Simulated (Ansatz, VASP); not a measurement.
## Sc3Al: VASP beside Ansatz

File INCAR:

```
SYSTEM = Sc3Al
PREC = Accurate ; ENCUT = 520
EDIFF = 1E-7 ; ISMEAR = -1
SIGMA = 0.1 ; LREAL = .FALSE.
LASPH = .TRUE. ; NELM = 100
ALGO = Normal ; ISIF = 2
LWAVE = .FALSE. ; LCHARG = .FALSE.
GGA = PS ; NBANDS = 26
```

File KPOINTS:

```
Automatic mesh
0
G
  5 5 5
  0 0 0
```

The input POSCAR:

```
Sc3Al
1.0
    4.4319878200      0.0000000000      0.0000000000
    0.0000000000      4.4319878200      0.0000000000
    0.0000000000      0.0000000000      4.4319878200
Sc Al
3 1
Direct
    0.5000000000      0.0000000000      0.5000000000
    0.0000000000      0.5000000000      0.5000000000
    0.5000000000      0.5000000000      0.0000000000
    0.0000000000      0.0000000000      0.0000000000
```

Input for Ansatz:

```yaml
crystal:
  lattice:
    - [4.43198782, 0.0, 0.0]
    - [0.0, 4.43198782, 0.0]
    - [0.0, 0.0, 4.43198782]
  atoms:
    - { symbol: Sc, position: [0.5, 0.0, 0.5] }
    - { symbol: Sc, position: [0.0, 0.5, 0.5] }
    - { symbol: Sc, position: [0.5, 0.5, 0.0] }
    - { symbol: Al, position: [0.0, 0.0, 0.0] }
kpoints:
  mp_grid:
    grid: [5, 5, 5]
hamiltonian:
  xc: pbesol
scf:
  occupations:
    method: fermi_dirac
    width: 0.1
output:
  stress: true
```

Alike in both runs: task single point; functional PBEsol; k mesh 5 × 5 × 5; occupations fermi-dirac, width 0.1 eV; no spin polarisation.

|  | VASP | Ansatz |
| --- | --- | --- |
| version | VASP 6.6.1 | Ansatz 0.2.0 |
| potentials or method | VASP PAW PBE potentials, release 64 (Sc_sv, Al) | plane waves, PAW |
| plane-wave cutoff (eV) | 520 | 420 |
| valence electrons in the cell | 36 | 36 |

```csv
,VASP,Ansatz,Ansatz less VASP
pressure (GPa),-2.2,-2.2,-0.06
```

VASP's potentials were made for PBE, not for PBEsol.
